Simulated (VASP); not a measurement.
The system is Au.

```
Au
1.0
     2.24167   -3.79922    0.00000
     2.24167    3.79922    0.00000
     0.00000    0.00000    4.48931
Au
4
Direct
  0.15250 0.84750 0.07850
  0.65250 0.34750 0.42150
  0.84750 0.15250 0.92150
  0.34750 0.65250 0.57850
```

- Program: VASP 6.6.1
- Task: relaxation of cell and atoms
- Functional: r2SCAN
- Potentials or basis: VASP PAW PBE potentials, release 64 (Au)
- Cutoff: 600 eV
- k mesh: 4 × 4 × 4
- Occupations: gaussian, width 0.1 eV
- Spin: no spin polarisation

At the start: pressure 19.1 GPa; volume 19.12 Å³/atom.

Question: How do energy, volume and symmetry change on relaxing?

Answer: Over 49 steps the energy falls by 509.6 meV/atom and the volume is 17.97 Å³/atom (-6.0 %); space group Fmmm (No. 69, to 0.05 Å).

The path:
| step | energy change (eV) | largest force (eV/Å) | pressure (GPa) | volume (Å³) |
| --- | --- | --- | --- | --- |
| 1 | 0.0000 | 2.0209 | 19.14 | 76.47 |
| 3 | -0.7641 | 0.1343 | -1.57 | 87.71 |
| 5 | -0.7673 | 0.1681 | -0.58 | 86.82 |
| 7 | -0.8023 | 0.0426 | 1.16 | 85.78 |
| 9 | -0.8183 | 0.1090 | -0.62 | 87.33 |
| 11 | -0.8342 | 0.2689 | 0.65 | 86.35 |
| 13 | -0.8634 | 0.2881 | 0.11 | 86.75 |
| 15 | -1.0514 | 0.3515 | -3.82 | 87.77 |
| 17 | -1.1081 | 0.4011 | -6.69 | 87.76 |
| 19 | -1.1016 | 0.4083 | -6.07 | 87.79 |
| 21 | -1.1191 | 0.3770 | -6.84 | 87.62 |
| 23 | -1.1519 | 0.3075 | -7.74 | 86.95 |
| 25 | -1.3261 | 0.2155 | -6.38 | 83.38 |
| 27 | -1.7792 | 0.5740 | 8.89 | 69.02 |
| 29 | -1.8178 | 0.4139 | 3.98 | 71.46 |
| 31 | -1.8522 | 0.5047 | 5.54 | 70.14 |
| 33 | -1.9013 | 0.4063 | 1.86 | 71.58 |
| 35 | -1.9151 | 0.3324 | -1.07 | 72.90 |
| 37 | -1.9490 | 0.2746 | -0.35 | 72.39 |
| 39 | -1.9862 | 0.2259 | 0.39 | 71.94 |
| 41 | -2.0061 | 0.1261 | -1.85 | 73.00 |
| 43 | -2.0197 | 0.0730 | 0.44 | 71.84 |
| 45 | -2.0331 | 0.0814 | 0.73 | 71.46 |
| 47 | -2.0364 | 0.0496 | -0.58 | 72.10 |
| 49 | -2.0384 | 0.0376 | -0.13 | 71.87 |

Final structure:
```cif
data_structure
_symmetry_space_group_name_H-M 'P 1'
_symmetry_Int_Tables_number 1
_cell_length_a 3.5854
_cell_length_b 3.5854
_cell_length_c 5.5921
_cell_angle_alpha 90.000
_cell_angle_beta 90.000
_cell_angle_gamma 91.437
_cell_volume 71.87
loop_
_atom_site_label
_atom_site_type_symbol
_atom_site_fract_x
_atom_site_fract_y
_atom_site_fract_z
_atom_site_occupancy
Au1 Au 0.24942 0.75058 0.12330 1
Au2 Au 0.74942 0.25058 0.37670 1
Au3 Au 0.75058 0.24942 0.87670 1
Au4 Au 0.25058 0.74942 0.62330 1
```

Caveat: the k points lie up to 0.44 Å⁻¹ apart in the final cell; the PAW data sets were made with another functional, which shifts forces and pressure a little.
